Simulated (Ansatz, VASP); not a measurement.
# Two plane-wave programs on Na6ZnSb2

```
CELL_PARAMETERS angstrom
0.00000 5.47291 0.00000
5.03814 -2.73645 0.00000
1.30772 0.00000 -9.22309
ATOMIC_POSITIONS crystal
Sb 0.14474 0.28948 0.75097
Sb 0.85526 0.71052 0.24903
Zn 0.00000 0.00000 0.00000
Na 0.47030 0.94060 0.72470
Na 0.52970 0.05940 0.27530
Na 0.29260 0.58520 0.07050
Na 0.70740 0.41480 0.92950
Na 0.17360 0.34720 0.40920
Na 0.82640 0.65280 0.59080
```

Alike in both runs: task single point; functional HSE06; k mesh 2 × 2 × 1; occupations fermi-dirac, width 0.0183 eV; no spin polarisation.

|  | VASP | Ansatz |
| --- | --- | --- |
| version | VASP 6.6.1 | Ansatz 0.2.0 |
| potentials or method | VASP PAW PBE potentials, release 64 (Sb, Zn, Na_pv), cutoff 400 eV | PAW plane waves |
| valence electrons in the cell | 64 | 96 |

|  | VASP | Ansatz | Ansatz less VASP |
| --- | --- | --- | --- |
| pressure (GPa) | -0.2 | 0.2 | +0.43 |
| traceless stress, the component that is largest in VASP (GPa) | 1.45 | 1.42 | -0.032 |
| rms of the force components (eV/Å) | 0.082 | 0.083 | +0.0013 |

Atom by atom the forces differ by 0.009 eV/Å (rms over components). With one functional, cell and mesh, what is left measures potentials, basis and numerics. VASP's potentials hold 64 valence electrons a cell and Ansatz's 96, so a difference there can come from the potentials and not from the codes. Ansatz's warnings: filled band counts differ across k points, stress exchange threshold loose, stress scf threshold loose.

The k mesh is coarse, so the values compare programs but aren't converged. Neither program's run includes spin-orbit coupling.
